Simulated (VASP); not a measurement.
# CdSe (Fm-3m) in VASP: a series of runs

CdSe is run at these levels: PBE, PBE+D4, r2SCAN, PBE+U; tasks: single point.

Program: VASP 6.6.1. These are calculated values, not measurements. Logs are shortened: lines on timing, memory, paths and dates and some standing lists are left out, and cuts for length are marked.

### 1 The cell of the first run

Symmetry: Fm-3m, No. 225, cubic system. Conventional cell: a = 5.748 Å, b = 5.748 Å, c = 5.748 Å, α = 90.00°, β = 90.00°, γ = 90.00°. Within 3.8 Å of Cd (site symmetry m-3m) lie 6 Se at 2.87 Å. Se (site symmetry m-3m) has 6 Cd at 2.87 Å within 3.8 Å.

### 2 Single point, PBE

File INCAR:

```
PREC = Accurate ; ENCUT = 520
EDIFF = 1E-6 ; ISMEAR = 1
SIGMA = 0.17 ; LREAL = F
LASPH = T ; NELM = 60
ALGO = Normal ; ISIF = 2
LWAVE = F ; LCHARG = F
GGA = PE ; NBANDS = 16
```

File KPOINTS:

```
regular mesh
0
Gamma
  4 4 4
```

File POSCAR:

```
CdSe
1.0
    0.0000000000      2.8739580000      2.8739580000
    2.8739580000      0.0000000000      2.8739580000
    2.8739580000      2.8739580000      0.0000000000
Cd Se
1 1
Direct
    0.0000000000      0.0000000000      0.0000000000
    0.5000000000      0.5000000000      0.5000000000
```

Potentials or basis: VASP PAW PBE potentials, release 64 (Cd, Se).

On the command line:

```bash
cat potpaw_PBE.64/Cd/POTCAR potpaw_PBE.64/Se/POTCAR > POTCAR
mpirun -np 1 vasp_std > vasp.out
```

OUTCAR:

```text
PREC = Accurate
   ENCUT = 520
   EDIFF = 1E-6
   ISMEAR = 1
   LREAL = F
   LASPH = T
   NELM = 60
   ISIF = 2
   GGA = PE

 ion  position               nearest neighbor table
   1  0.000  0.000  0.000-   2 2.87   2 2.87   2 2.87   2 2.87   2 2.87   2 2.87
   2  0.500  0.500  0.500-   1 2.87   1 2.87   1 2.87   1 2.87   1 2.87   1 2.87

  LATTYP: Found a face centered cubic cell.
 ALAT       =     5.7479160000

  Lattice vectors:

 A1 = (   0.0000000000,   2.8739580000,   2.8739580000)
 A2 = (   2.8739580000,   0.0000000000,   2.8739580000)
 A3 = (   2.8739580000,   2.8739580000,   0.0000000000)

Analysis of symmetry for initial positions (statically):
=====================================================================
 Subroutine PRICEL returns:
 Original cell was already a primitive cell.

 Routine SETGRP: Setting up the symmetry group for a
 face centered cubic supercell.

 Subroutine GETGRP returns: Found 48 space group operations
 (whereof 48 operations were pure point group operations)
 out of a pool of 48 trial point group operations.

The static configuration has the point symmetry O_h .

Analysis of symmetry for dynamics (positions and initial velocities):
=====================================================================
 Subroutine PRICEL returns:
 Original cell was already a primitive cell.

 Routine SETGRP: Setting up the symmetry group for a
 face centered cubic supercell.

 Subroutine GETGRP returns: Found 48 space group operations
 (whereof 48 operations were pure point group operations)
 out of a pool of 48 trial point group operations.

The dynamic configuration has the point symmetry O_h .

 Subroutine INISYM returns: Found 48 space group operations
 (whereof 48 operations are pure point group operations),
 and found     1 'primitive' translations

----------------------------------------------------------------------------------------

                                     Primitive cell

  volume of cell :      47.4757

  direct lattice vectors                    reciprocal lattice vectors
     0.000000000  2.873958000  2.873958000    -0.173976098  0.173976098  0.173976098
     2.873958000  0.000000000  2.873958000     0.173976098 -0.173976098  0.173976098
     2.873958000  2.873958000  0.000000000     0.173976098  0.173976098 -0.173976098

  length of vectors
     4.064390381  4.064390381  4.064390381     0.301335442  0.301335442  0.301335442

  position of ions in fractional coordinates (direct lattice)
     0.000000000  0.000000000  0.000000000
     0.500000000  0.500000000  0.500000000

  ion indices of the primitive-cell ions
   primitive index   ion index
                 1           1
                 2           2

----------------------------------------------------------------------------------------

 KPOINTS: regular mesh

Automatic generation of k-mesh.
 Grid dimensions read from file:
 generate k-points for:    4    4    4

 Generating k-lattice:

  Cartesian coordinates                     Fractional coordinates (reciprocal lattice)
    -0.043494025  0.043494025  0.043494025     0.250000000  0.000000000  0.000000000
     0.043494025 -0.043494025  0.043494025     0.000000000  0.250000000  0.000000000
     0.043494025  0.043494025 -0.043494025     0.000000000  0.000000000  0.250000000

  Length of vectors
     0.075333860  0.075333860  0.075333860

  Shift w.r.t. Gamma in fractional coordinates (k-lattice)
     0.000000000  0.000000000  0.000000000

 Subroutine IBZKPT returns following result:
 ===========================================

 Found      8 irreducible k-points:

 Following reciprocal coordinates:
            Coordinates               Weight
  0.000000  0.000000  0.000000      1.000000
  0.250000  0.000000  0.000000      8.000000
  0.500000  0.000000  0.000000      4.000000
  0.250000  0.250000  0.000000      6.000000
  0.500000  0.250000  0.000000     24.000000
 -0.250000  0.250000  0.000000     12.000000
  0.500000  0.500000  0.000000      3.000000
 -0.250000  0.500000  0.250000      6.000000
   k-points           NKPTS =      8   k-points in BZ     NKDIM =      8   number of bands    NBANDS=     16
   number of dos      NEDOS =    301   number of ions     NIONS =      2
   total plane-waves  NPLWV =  27000
   dimension x,y,z NGX =    30 NGY =   30 NGZ =   30
   dimension x,y,z NGXF=    60 NGYF=   60 NGZF=   60
   ions per type =               1   1
   NGX,Y,Z   is equivalent  to a cutoff of  12.27, 12.27, 12.27 a.u.
   NGXF,Y,Z  is equivalent  to a cutoff of  24.54, 24.54, 24.54 a.u.
 SYSTEM =  unknown system
   PREC   = accura    normal or accurate (medium, high low for compatibility)
   ISTART =      0    job   : 0-new  1-cont  2-samecut
   ICHARG =      2    charge: 1-file 2-atom 10-const
   ISPIN  =      1    spin polarized calculation?
   LNONCOLLINEAR =      F non collinear calculations
   LSORBIT =      F    spin-orbit coupling
   LASPH  =      T    aspherical Exc in radial PAW
   ENCUT  =  520.0 eV  38.22 Ry    6.18 a.u.   7.56  7.56  7.56*2*pi/ulx,y,z
   NELM   =     60;   NELMIN=  2; NELMDL= -5     # of ELM steps
   EDIFF  = 0.1E-05   stopping-criterion for ELM
   LREAL  =      F    real-space projection
   EDIFFG = 0.1E-04   stopping-criterion for IOM
   NSW    =      0    number of steps for IOM
   IBRION =     -1    ionic relax: 0-MD 1-quasi-New 2-CG
   NFREE  =      0    steps in history (QN), initial steepest desc. (CG)
   ISIF   =      2    stress and relaxation
   ISYM   =      2    0-nonsym 1-usesym 2-fastsym
   POTIM  = 0.5000    time-step for ionic-motion
   TEBEG  =    0.0;   TEEND  =   0.0 temperature during run
   PSTRESS=    0.0 pullay stress
   NELECT =      18.0000    total number of electrons
   NUPDOWN=      -1.0000    fix difference up-down
   EMIN   =  10.00;   EMAX   =-10.00  energy-range for DOS
   EFERMI =   0.00;   METHOD = LEGACY
   ISMEAR =     1;   SIGMA  =   0.17  broadening in eV -4-tet -1-fermi 0-gaus
   EFERMI_NEDOS =   21; number of points for ismear=-14 and -15
   IALGO  =     38    algorithm
   IMIX   =      4    mixing-type and parameters
     AMIX     =   0.40;   BMIX     =  1.00
     AMIX_MAG =   1.60;   BMIX_MAG =  1.00
  volume/ion in A,a.u.               =      23.74       160.19
  Fermi-wavevector in a.u.,A,eV,Ry     =   1.184882  2.239103 19.101849  1.403946
  Thomas-Fermi vector in A             =   2.321088
   LORBIT       =      0    0 simple, 1 ext, 2 COOP (PROOUT), +10 PAW based schemes
   GGA     = PE    functional components
   LHFCALC =     F    Hartree Fock is set to
   AEXX    =    0.0000 exact exchange contribution
   IVDW    =     0    specifies the selected vdW correction
   LEPSILON=     F    determine dielectric tensor
   LRPA    =     F    only Hartree local field effects (RPA)
 non-spin polarized calculation
 Methfessel and Paxton  Order N= 1 SIGMA  =   0.17
  energy-cutoff  :      520.00
  volume of cell :       47.48
 maximum number of plane-waves:      1298
   NGX = 15   NGY = 15   NGZ = 15

 number of electron      18.0000008 magnetization

 Free energy of the ion-electron system (eV)
  ---------------------------------------------------
  ext. energy  EPLUGINS =         0.00000000
  ---------------------------------------------------
  free energy    TOTEN  =        -5.12664722 eV

  energy without entropy =       -5.12553487  energy(sigma->0) =       -5.12627644

 E-fermi :   2.2286     XC(G=0):  -9.9905

 val. band max:        2.2124363862   @ k =   0.5000   0.0000   0.0000
 cond. band min:       2.3533227128   @ k =   0.0000   0.0000   0.0000
 fundamental gap:      0.1408863266
 Fermi energy:         2.2285717008

 k-point     1 :       0.0000    0.0000    0.0000
  band No.  band energies     occupation
      1     -10.6241      2.00000
      2      -5.6316      2.00000
      3      -5.6316      2.00000
      4      -5.6160      2.00000
      5      -5.6160      2.00000
      6      -5.6160      2.00000
[... 8 lines left out ...]
     15      12.0345      0.00000
     16      12.0345      0.00000

 k-point     2 :       0.2500    0.0000    0.0000
  band No.  band energies     occupation
      1     -10.2222      2.00000
      2      -5.7415      2.00000
      3      -5.7415      2.00000
      4      -5.6577      2.00000
      5      -5.5494      2.00000
      6      -5.5494      2.00000
[... 8 lines left out ...]
     15      12.4746      0.00000
     16      12.4746      0.00000

 k-point     3 :       0.5000    0.0000    0.0000
  band No.  band energies     occupation
      1      -9.7214      2.00000
      2      -5.8486      2.00000
      3      -5.8486      2.00000
      4      -5.7604      2.00000
      5      -5.4795      2.00000
      6      -5.4795      2.00000
[... 8 lines left out ...]
     15      15.1246      0.00000
     16      15.1246      0.00000

 k-point     4 :       0.2500    0.2500    0.0000
  band No.  band energies     occupation
      1     -10.1658      2.00000
      2      -5.7130      2.00000
      3      -5.6678      2.00000
      4      -5.5937      2.00000
      5      -5.5380      2.00000
      6      -5.5380      2.00000
[... 8 lines left out ...]
     15      14.7905      0.00000
     16      15.5492      0.00000

 k-point     5 :       0.5000    0.2500    0.0000
  band No.  band energies     occupation
      1      -9.7928      2.00000
      2      -5.7059      2.00000
      3      -5.6831      2.00000
      4      -5.5804      2.00000
      5      -5.4607      2.00000
      6      -5.3900      2.00000
[... 8 lines left out ...]
     15      15.6565      0.00000
     16      16.1389      0.00000

 k-point     6 :      -0.2500    0.2500    0.0000
  band No.  band energies     occupation
      1      -9.8480      2.00000
      2      -5.8078      2.00000
      3      -5.7360      2.00000
      4      -5.6245      2.00000
      5      -5.5160      2.00000
      6      -5.4327      2.00000
[... 8 lines left out ...]
     15      14.8390      0.00000
     16      15.1264      0.00000

 k-point     7 :       0.5000    0.5000    0.0000
  band No.  band energies     occupation
      1      -9.8529      2.00000
      2      -5.7199      2.00000
      3      -5.5557      2.00000
      4      -5.4296      2.00000
      5      -5.4296      2.00000
      6      -4.9545      2.00000
[... 8 lines left out ...]
     15      16.5772      0.00000
     16      17.1293      0.00000

 k-point     8 :      -0.2500    0.5000    0.2500
  band No.  band energies     occupation
      1      -9.7425      2.00000
      2      -5.7297      2.00000
      3      -5.6061      2.00000
      4      -5.6061      2.00000
      5      -5.4296      2.00000
      6      -5.0919      2.00000
[... 8 lines left out ...]
     15      14.2124      0.00000
     16      17.1376      0.00000

------------------------ aborting loop because EDIFF is reached ----------------------------------------

  FORCE on cell =-STRESS in cart. coord.  units (eV):
  Direction    XX          YY          ZZ          XY          YZ          ZX
  --------------------------------------------------------------------------------------
  -------------------------------------------------------------------------------------
  Total        0.0989209      0.0989209      0.0989209     -0.0000000      0.0000000      0.0000000
  in kB        3.3383141      3.3383141      3.3383141     -0.0000000      0.0000000      0.0000000
  external PRESSURE =       3.3383141 kB  Pullay stress =       0.0000000 kB

 VOLUME and BASIS-vectors are now :
 -----------------------------------------------------------------------------
  energy-cutoff  :      520.00
  volume of cell :       47.48
      direct lattice vectors                 reciprocal lattice vectors
     0.000000000  2.873958000  2.873958000    -0.173976098  0.173976098  0.173976098
     2.873958000  0.000000000  2.873958000     0.173976098 -0.173976098  0.173976098
     2.873958000  2.873958000  0.000000000     0.173976098  0.173976098 -0.173976098

 POSITION                                       TOTAL-FORCE (eV/Angst)
 -----------------------------------------------------------------------------------
      0.00000      0.00000      0.00000         0.000000      0.000000      0.000000
      2.87396      2.87396      2.87396        -0.000000     -0.000000     -0.000000
 -----------------------------------------------------------------------------------
    total drift:                               -0.000000      0.000000      0.000000

  FREE ENERGIE OF THE ION-ELECTRON SYSTEM (eV)
  ---------------------------------------------------
  free  energy   TOTEN  =        -5.1266472221 eV

  energy  without entropy=       -5.1255348686  energy(sigma->0) =       -5.12627644
```

It used 5.6 s of CPU time on 1 thread of AMD EPYC 7R13 Processor (Zen 3) (shared host).

What came out:

| Item | Value |
| --- | --- |
| Free energy | -5.1266 eV |
| Pressure | 0.3 GPa |
| Band gap on the k mesh | zero (band 9 reaches 2.21 eV, above the bottom of band 10 at 1.83 eV) |

Caveat: the k points lie up to 0.47 Å⁻¹ apart.

### 3 Single point, PBE+D4

File INCAR:

```
PREC = Accurate
ENCUT = 520
EDIFF = 1E-7
ISMEAR = -4
SIGMA = 0.1
LREAL = F
LASPH = T
NELM = 80
ALGO = Normal
ISIF = 2
LWAVE = F
LCHARG = F
GGA = PE
IVDW = 13
NBANDS = 16
```

KPOINTS is that of step 2.

POSCAR is that of step 2.

Potentials or basis: VASP PAW PBE potentials, release 64 (Cd, Se).

On the command line:

```bash
cat potpaw_PBE.64/Cd/POTCAR potpaw_PBE.64/Se/POTCAR > POTCAR
mpirun -np 1 vasp_std > vasp.out
```

It used 6.9 s of CPU time on 1 thread of AMD EPYC 7R13 Processor (Zen 3), with other jobs on the host.

The run converged. Its results:

```
Free energy                : -5.8633 eV
Pressure                   : -2.1 GPa
Band gap on the k mesh     : zero (band 9 reaches 2.28 eV, above the bottom of band 10 at 1.80 eV)
Dispersion energy per atom : -0.390 eV
```

Levels at points of the mesh, in eV from the Fermi level:
```tsv
k point	band 5	band 6	band 7	band 8	band 9	band 10	band 11	band 12	band 13	band 14
(0.00, 0.00, 0.00)	-7.91	-7.91	-0.49	-0.49	-0.49	0.14	8.71	8.71	8.71	9.80
(0.50, 0.00, 0.00)	-7.78	-7.78	-4.86	0.06	0.06	3.09	5.31	5.31	5.98	11.31
(0.50, 0.50, 0.00)	-7.73	-7.23	-3.99	-1.94	-1.94	-0.42	5.53	9.81	10.36	10.36
```

Caveat: the k points lie up to 0.47 Å⁻¹ apart; pairwise dispersion overbinds metals, which lowers pressure and volume.

### 4 Single point, PBE

File INCAR:

```
PREC     = Accurate       # precision mode
ENCUT    = 520            # plane-wave cutoff, eV
EDIFF    = 1E-6           # SCF threshold, eV
ISMEAR   = -1             # smearing method
SIGMA    = 0.018          # smearing width, eV
LREAL    = F              # projectors in reciprocal space
LASPH    = T              # aspherical terms in the spheres
NELM     = 100            # most SCF steps
ALGO     = Normal         # electronic algorithm
ISIF     = 2              # what is computed and relaxed
LWAVE    = F              # write WAVECAR
LCHARG   = F              # write CHGCAR
GGA      = PE             # functional
NBANDS   = 16             # bands
```

File KPOINTS:

```
Automatic mesh
0
Gamma
  4 4 4
```

POSCAR is that of step 3.

Potentials or basis: VASP PAW PBE potentials, release 64 (Cd, Se).

On the command line:

```bash
cat potpaw_PBE.64/Cd/POTCAR potpaw_PBE.64/Se/POTCAR > POTCAR
mpirun -np 1 vasp_std > vasp.out
```

OUTCAR:

```text
PREC = Accurate
   ENCUT = 520
   EDIFF = 1E-6
   ISMEAR = -1
   LREAL = F
   LASPH = T
   NELM = 100
   ISIF = 2
   GGA = PE

 ion  position               nearest neighbor table
   1  0.000  0.000  0.000-   2 2.87   2 2.87   2 2.87   2 2.87   2 2.87   2 2.87
   2  0.500  0.500  0.500-   1 2.87   1 2.87   1 2.87   1 2.87   1 2.87   1 2.87

  LATTYP: Found a face centered cubic cell.
 ALAT       =     5.7479160000

  Lattice vectors:

 A1 = (   0.0000000000,   2.8739580000,   2.8739580000)
[... 317 lines left out ...]

------------------------ aborting loop because EDIFF is reached ----------------------------------------

  FORCE on cell =-STRESS in cart. coord.  units (eV):
  Direction    XX          YY          ZZ          XY          YZ          ZX
  --------------------------------------------------------------------------------------
  -------------------------------------------------------------------------------------
  Total        0.1030992      0.1030992      0.1030992     -0.0000000     -0.0000000      0.0000000
  in kB        3.4793225      3.4793225      3.4793225     -0.0000000     -0.0000000      0.0000000
  external PRESSURE =       3.4793225 kB  Pullay stress =       0.0000000 kB

 VOLUME and BASIS-vectors are now :
 -----------------------------------------------------------------------------
  energy-cutoff  :      520.00
  volume of cell :       47.48
      direct lattice vectors                 reciprocal lattice vectors
     0.000000000  2.873958000  2.873958000    -0.173976098  0.173976098  0.173976098
     2.873958000  0.000000000  2.873958000     0.173976098 -0.173976098  0.173976098
     2.873958000  2.873958000  0.000000000     0.173976098  0.173976098 -0.173976098

 POSITION                                       TOTAL-FORCE (eV/Angst)
 -----------------------------------------------------------------------------------
      0.00000      0.00000      0.00000         0.000000      0.000000     -0.000000
      2.87396      2.87396      2.87396         0.000000      0.000000      0.000000
 -----------------------------------------------------------------------------------
    total drift:                               -0.000000      0.000000      0.000000

  FREE ENERGIE OF THE ION-ELECTRON SYSTEM (eV)
  ---------------------------------------------------
  free  energy   TOTEN  =        -5.1262215056 eV

  energy  without entropy=       -5.1232242971  energy(sigma->0) =       -5.12472290
```

OSZICAR:

```text
N       E                     dE             d eps       ncg     rms          rms(c)
DAV:   1     0.101633113692E+03    0.10163E+03   -0.90137E+03   272   0.104E+03
DAV:   2    -0.230939072334E+01   -0.10394E+03   -0.98684E+02   320   0.246E+02
DAV:   3    -0.555541985967E+01   -0.32460E+01   -0.32416E+01   304   0.454E+01
DAV:   4    -0.556503402563E+01   -0.96142E-02   -0.96136E-02   328   0.250E+00
DAV:   5    -0.556507634763E+01   -0.42322E-04   -0.42322E-04   320   0.146E-01    0.538E+00
DAV:   6    -0.514038062452E+01    0.42470E+00   -0.62442E-01   304   0.913E+00    0.437E+00
DAV:   7    -0.512664868030E+01    0.13732E-01   -0.93321E-02   256   0.222E+00    0.213E+00
DAV:   8    -0.512614921285E+01    0.49947E-03   -0.91386E-03   320   0.101E+00    0.152E-01
DAV:   9    -0.512617335949E+01   -0.24147E-04   -0.59357E-04   280   0.227E-01    0.490E-02
DAV:  10    -0.512620864829E+01   -0.35289E-04   -0.40107E-05   336   0.662E-02    0.354E-02
DAV:  11    -0.512622111953E+01   -0.12471E-04   -0.12709E-05   272   0.311E-02    0.767E-03
DAV:  12    -0.512622150562E+01   -0.38609E-06   -0.24439E-07   240   0.415E-03
   1 F= -.51262215E+01 E0= -.51247229E+01  d E =-.299721E-02
```

Wall time 4.5 s (1 thread of Intel Xeon 6975P-C, shared host); peak memory 0.16 GiB.

What came out:

```yaml
Free_energy: -5.1262 eV
Pressure: 0.3 GPa
Band_gap_on_the_k_mesh: zero (band 9 reaches 2.21 eV, above the bottom of band 10 at 1.83 eV)
```

Caveat: the k points lie up to 0.47 Å⁻¹ apart.

[end of part 1 of 2]
